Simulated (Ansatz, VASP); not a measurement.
## Pb in VASP and in Ansatz

POSCAR

```
Pb
1.0
    0.0000000000      2.5075897876      2.5075897876
    2.5075897876      0.0000000000      2.5075897876
    2.5075897876      2.5075897876      0.0000000000
Pb
1
Direct
    0.0000000000      0.0000000000      0.0000000000
```

INCAR.step1

```
ALGO = Normal
EDIFF = 1E-5
ENCUT = 520
GGA = PE
ISIF = 2
ISMEAR = -1
LASPH = True
LCHARG = False
LREAL = False
LWAVE = True
NBANDS = 13
NELM = 80
PREC = Accurate
SIGMA = 0.05
```

INCAR.step2

```
AEXX = 0.25
ALGO = Normal
EDIFF = 1E-7
ENCUT = 520
GGA = PE
ISIF = 2
ISMEAR = -1
ISTART = 1
LASPH = True
LCHARG = False
LHFCALC = True
LREAL = False
LWAVE = False
NBANDS = 13
NELM = 80
PREC = Accurate
PRECFOCK = Normal
SIGMA = 0.05
```

The input KPOINTS:

```
k-points
0
Gamma
  5 5 5
```

The input input.yaml:

```yaml
crystal:
  lattice:
    - [0.0, 2.5075897876, 2.5075897876]
    - [2.5075897876, 0.0, 2.5075897876]
    - [2.5075897876, 2.5075897876, 0.0]
  atoms:
    - { symbol: Pb, position: [0.0, 0.0, 0.0] }
hamiltonian:
  xc: pbe0
  pseudopotentials: { kind: paw }
kpoints:
  mp_grid: { grid: [5, 5, 5] }
scf:
  occupations: { method: fermi_dirac, width: 0.05 }
output:
  forces: true
  stress: true
  eigenvalues: true
```

Alike in both runs: task single point; functional PBE0; k mesh 5 × 5 × 5; occupations fermi-dirac, width 0.05 eV; no spin polarisation.

|  | VASP | Ansatz |
| --- | --- | --- |
| version | VASP 6.6.1 | Ansatz 0.2.0 |
| potentials or method | VASP PAW PBE potentials, release 64 (Pb_d) | Ansatz PAW |
| plane-wave cutoff (eV) | 520 | 420 |
| valence electrons in the cell | 14 | 14 |

Ansatz gave:

```
gap on the k mesh at the Fermi level (eV) : none
pressure (GPa)                            : -1.4
```

Q: What did VASP give for the same quantities?

A: gap on the k mesh at the Fermi level (eV): none; pressure (GPa): -1.5.

A gap of «none» marks a metal or a gap that the smearing closes. The functional is the same, so the differences come from potentials, cutoffs and numerics.

The k mesh is coarse, so the values compare programs but aren't converged. Neither program's run includes spin-orbit coupling.
